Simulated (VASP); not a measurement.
## P: relaxation of cell and atoms with r2SCAN

Crystal: P.

```
CELL_PARAMETERS angstrom
0.00000 3.15599 3.15599
3.15599 0.00000 3.15599
3.15599 3.15599 0.00000
ATOMIC_POSITIONS crystal
P 0.50000 0.50000 0.50000
P 0.75000 0.75000 0.75000
```

```
Program                : VASP 6.6.1
Task                   : relaxation of cell and atoms
Functional             : r2SCAN
Potentials or basis    : VASP PAW PBE potentials, release 64 (P)
Cutoff                 : 600 eV
k mesh                 : 6 × 6 × 6
Occupations            : gaussian, width 0.1 eV
Spin                   : no spin polarisation
Dipole correction      : no
Further INCAR settings : ALGO = Normal; EDIFF = 1e-07; IBRION = 2; EDIFFG = -0.04; NSW = 90; ISIF = 3
```

The relaxed volume is 20.84 Å³/atom, the relaxed cell is a = 3.892 Å, b = 3.892 Å, c = 3.892 Å, α = 60.00°, β = 60.00°, γ = 60.00° and the space group after relaxing (to 0.05 Å) is Fd-3m (No. 227). The energy gained by relaxing is 454.8 meV/atom, the ionic steps are 4 and the pressure after relaxing is -0.1 GPa. The band gap on the k mesh is zero (band 5 reaches 6.33 eV, above the bottom of band 6 at 4.72 eV).

Step by step:
| step | energy change (eV) | largest force (eV/Å) | pressure (GPa) | volume (Å³) |
| --- | --- | --- | --- | --- |
| 1 | 0.0000 | 0.0000 | -11.08 | 62.87 |
| 2 | -0.8775 | 0.0000 | -2.88 | 45.09 |
| 3 | -0.9070 | 0.0000 | -0.82 | 42.57 |
| 4 | -0.9096 | 0.0000 | -0.14 | 41.67 |

Final structure:
```
CELL_PARAMETERS angstrom
0.00000 2.75172 2.75172
2.75172 0.00000 2.75172
2.75172 2.75172 0.00000
ATOMIC_POSITIONS crystal
P 0.50000 0.50000 0.50000
P 0.75000 0.75000 0.75000
```

Levels at points of the mesh, in eV from the Fermi level:
```
           k point  band 2  band 3  band 4  band 5  band 6  band 7  band 8  band 9
(0.00, 0.00, 0.00)   -3.93   -3.66   -3.66   -3.66   -0.33   -0.33   -0.33    6.10
(0.50, 0.00, 0.00)  -10.78   -4.75   -4.75   -2.80    1.01    1.01    5.61    8.26
(0.50, 0.50, 0.00)  -12.40   -6.07   -6.07   -1.51   -1.51    5.64    5.64    8.62
```

Wall time 3.1 min on 1 thread of Intel(R) Xeon(R) Platinum 8375C CPU @ 2.90GHz (Ice Lake) (shared host), peak memory 0.2 GiB.

Caveat: the volume moved by over 15 % at a fixed basis, so the end points are rough; the PAW data sets were made with another functional, which shifts forces and pressure a little.
